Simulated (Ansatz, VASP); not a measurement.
LaP: VASP beside Ansatz

INCAR

```
  ALGO = Normal
  EDIFF = 1E-8
  ENCUT = 520
  GGA = CA
  ISIF = 2
  ISMEAR = -1
  LASPH = T
  LCHARG = F
  LEFG = T
  LREAL = F
  LWAVE = F
  NBANDS = 15
  NELM = 60
  PREC = Accurate
  SIGMA = 0.03
```

Contents of KPOINTS:

```
k-points
0
Gamma
  10 10 10
```

File POSCAR:

```
LaP
1.0
    0.0000000000      2.9922812700      2.9922812700
    2.9922812700      0.0000000000      2.9922812700
    2.9922812700      2.9922812700      0.0000000000
La P
1 1
Direct
    0.0000000000      0.0000000000      0.0000000000
    0.5000000000      0.5000000000      0.5000000000
```

Input for Ansatz:

```yaml
crystal:
  lattice:
    - [0.0, 2.99228127, 2.99228127]
    - [2.99228127, 0.0, 2.99228127]
    - [2.99228127, 2.99228127, 0.0]
  atoms:
    - { symbol: La, position: [0.0, 0.0, 0.0] }
    - { symbol: P, position: [0.5, 0.5, 0.5] }
kpoints:
  mp_grid: { grid: [10, 10, 10] }
scf:
  occupations: { method: fermi_dirac, width: 0.03 }
hamiltonian:
  xc: lda
  pseudopotentials: { kind: all_electron, datasets: crystal }
output:
  forces: true
  stress: true
  eigenvalues: true
  efg: { contact_densities: true }
```

Change from the starting cell: volume scaled by 0.98, crystal datasets.

Alike in both runs: task electric field gradients; functional LDA; k mesh 10 × 10 × 10; occupations fermi-dirac, width 0.03 eV; no spin polarisation.

```csv
,VASP,Ansatz
version,VASP 6.6.1,Ansatz 0.2.0
potentials or method,"VASP PAW LDA potentials, release 64 (La, P), cutoff 520 eV","all-electron PAW with datasets made for the crystal, scalar-relativistic"
```

```tsv
	VASP	Ansatz	Ansatz less VASP
pressure (GPa)	-1.8	-1.8	+0.06
```

LDA's correlation is that of Perdew and Zunger in VASP and of Perdew and Wang (1992) in Ansatz. Ansatz ran all-electron here, and VASP with PAW potentials.

Spin-orbit coupling is off throughout.
